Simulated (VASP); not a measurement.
A run of VASP 6.6.1:

File INCAR:

```
  ALGO = Fast
  EDIFF = 1E-6
  ENCUT = 520
  GGA = PE
  ISIF = 2
  ISMEAR = 0
  LASPH = T
  LCHARG = F
  LREAL = F
  LWAVE = F
  NBANDS = 24
  NELM = 80
  PREC = Accurate
  SIGMA = 0.1
```

The input KPOINTS:

```
k-points
0
Gamma
  12 12 6
```

POSCAR

```
Os
1.0
    3.8363777882      0.0000000000      0.0000000000
   -1.9181888941      3.3224006231      0.0000000000
    0.0000000000      0.0000000000      6.7303098940
Os
4
Direct
    0.3333333333      0.6666666667      0.4344979930
    0.6666666667      0.3333333333      0.9344979930
    0.6666666667      0.3333333333      0.5655020070
    0.3333333333      0.6666666667      0.0655020070
```

Potentials or basis: VASP PAW PBE potentials, release 64 (Os).

Run with:

```console
$ cat potpaw_PBE.64/Os/POTCAR > POTCAR
$ mpirun -np 1 vasp_std > vasp.out
```

Hardware: 1 thread of Intel(R) Xeon(R) Platinum 8488C (Sapphire Rapids) (shared host).

**Question.** Estimate the wall time of this run.

**Answer.** Run time: 2.4 min on 1 thread of Intel(R) Xeon(R) Platinum 8488C (Sapphire Rapids), with other jobs on the host, peak memory 0.27 GiB. Counts: scf iterations 16, k points 76.
